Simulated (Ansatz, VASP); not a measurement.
**KCl: VASP beside Ansatz**

```xyz
2
Lattice="-0.0156 3.1135 3.1135 3.1135 -0.0156 3.1135 3.1135 3.1135 -0.0156" Properties=species:S:1:pos:R:3 pbc="T T T"
K     0.0000    0.0000    0.0000
Cl    3.1057    3.1057    3.1057
```

Change from the starting cell: equal xy, yz and zx engineering shears of -0.5 %.

Alike in both runs: task relaxation of the atoms; functional PBEsol; k mesh 8 × 8 × 8; no spin polarisation.

```csv
,VASP,Ansatz
version,VASP 6.6.1,Ansatz 0.2.0
potentials or method,"VASP PAW PBE potentials, release 64 (K_sv, Cl), cutoff 520 eV","all-electron LAPW, scalar-relativistic"
occupations,"gaussian, width 0.01 eV",fixed
```

```tsv
	VASP	Ansatz	Ansatz less VASP
gap on the k mesh at the Fermi level, each at its own relaxed structure (eV)	5.09	5.09	+0.004
```

VASP's potentials were made for PBE, not for PBEsol. Ansatz ran all-electron here, and VASP with PAW potentials.

Noted on VASP's run: the relaxation stopped at its first step, so nothing moved.
